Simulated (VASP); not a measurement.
The system is Al2O3.

```
Al O
1.0
     2.38025    1.37424    4.33187
    -2.38025    1.37424    4.33187
     0.00000   -2.74848    4.33187
Al O
4 6
Direct
  0.85216 0.85216 0.85216
  0.64784 0.64784 0.64784
  0.14784 0.14784 0.14784
  0.35216 0.35216 0.35216
  0.05668 0.75000 0.44332
  0.75000 0.44332 0.05668
  0.44332 0.05668 0.75000
  0.94332 0.25000 0.55668
  0.25000 0.55668 0.94332
  0.55668 0.94332 0.25000
```

```yaml
Program: VASP 6.6.1
Task: relaxation of cell and atoms
Functional: RPBE
Potentials_or_basis: VASP PAW PBE potentials, release 64 (Al, O)
Cutoff: 600 eV
k_mesh: 7 × 7 × 7
Occupations: fermi-dirac, width 0.05 eV
Spin: no spin polarisation
```

At the start: pressure 11.6 GPa; volume 8.50 Å³/atom.

Question: How do energy, volume and symmetry change on relaxing?

Answer: Over 7 steps the energy falls by 14.4 meV/atom and the volume is 8.92 Å³/atom (+4.9 %); space group R-3c (No. 167, to 0.1 Å) before and after.

Step by step:
```
step  energy change (eV)  largest force (eV/Å)  pressure (GPa)  volume (Å³)
   1              0.0000                0.0353           11.56        85.02
   2             -0.0488                0.0773           -8.04        92.79
   3             -0.1435                0.0393           -0.02        89.18
   4             -0.1434                0.0385            0.17        89.09
   5             -0.1438                0.0012            0.17        89.11
   6             -0.1438                0.0012            0.17        89.11
   7             -0.1438                0.0008           -0.09        89.22
```

Final structure:
```cif
data_structure
_symmetry_space_group_name_H-M 'P 1'
_symmetry_Int_Tables_number 1
_cell_length_a 5.2143
_cell_length_b 5.2143
_cell_length_c 5.2143
_cell_angle_alpha 55.268
_cell_angle_beta 55.268
_cell_angle_gamma 55.268
_cell_volume 89.22
loop_
_atom_site_label
_atom_site_type_symbol
_atom_site_fract_x
_atom_site_fract_y
_atom_site_fract_z
_atom_site_occupancy
Al1 Al 0.85213 0.85213 0.85213 1
Al2 Al 0.64787 0.64787 0.64787 1
Al3 Al 0.14787 0.14787 0.14787 1
Al4 Al 0.35213 0.35213 0.35213 1
O1 O 0.05636 0.75000 0.44364 1
O2 O 0.75000 0.44364 0.05636 1
O3 O 0.44364 0.05636 0.75000 1
O4 O 0.94364 0.25000 0.55636 1
O5 O 0.25000 0.55636 0.94364 1
O6 O 0.55636 0.94364 0.25000 1
```

Caveat: the PAW data sets were made with another functional, which shifts forces and pressure a little.
